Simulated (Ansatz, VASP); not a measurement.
## Two plane-wave programs on CO2

```
CELL_PARAMETERS angstrom
6.05774 0.00000 -0.45433
0.00000 6.05774 0.00000
-0.45433 0.00000 6.30005
ATOMIC_POSITIONS crystal
C 0.00000 0.00000 0.00000
C 0.50000 0.00000 0.50000
C 0.50000 0.50000 0.00000
C 0.00000 0.50000 0.50000
O 0.11148 0.11148 0.11148
O 0.38852 0.88852 0.61148
O 0.61148 0.38852 0.88852
O 0.88852 0.61148 0.38852
O 0.88852 0.88852 0.88852
O 0.61148 0.11148 0.38852
O 0.38852 0.61148 0.11148
O 0.11148 0.38852 0.61148
```

Change from the starting cell: engineering shear strain xz -0.1500, normal strain along z +0.0400.

Alike in both runs: task single point; functional PBE; k mesh 4 × 4 × 4; occupations gaussian, width 0.05 eV; no spin polarisation.

|  | VASP | Ansatz |
| --- | --- | --- |
| version | VASP 6.6.1 | Ansatz 0.2.0 |
| potentials or method | VASP PAW PBE potentials, release 64 (C, O), cutoff 520 eV | scalar-relativistic, plane waves, PAW |
| valence electrons in the cell | 64 | 64 |

```csv
,VASP,Ansatz,Ansatz less VASP
gap on the k mesh at the Fermi level (eV),6.33,6.35,+0.021
least direct gap on the mesh (eV),6.33,6.35,+0.021
pressure (GPa),-0.5,-1.6,-1.15
"traceless stress, the component that is largest in VASP (GPa)",12.99,12.60,-0.395
rms of the force components (eV/Å),2.701,2.595,-0.1057
```

Atom by atom the forces differ by 0.319 eV/Å (rms over components). The functional is the same, so the differences come from potentials, cutoffs and numerics.

Noted on VASP's run: the standard files for N, O and F lose accuracy on very short bonds.
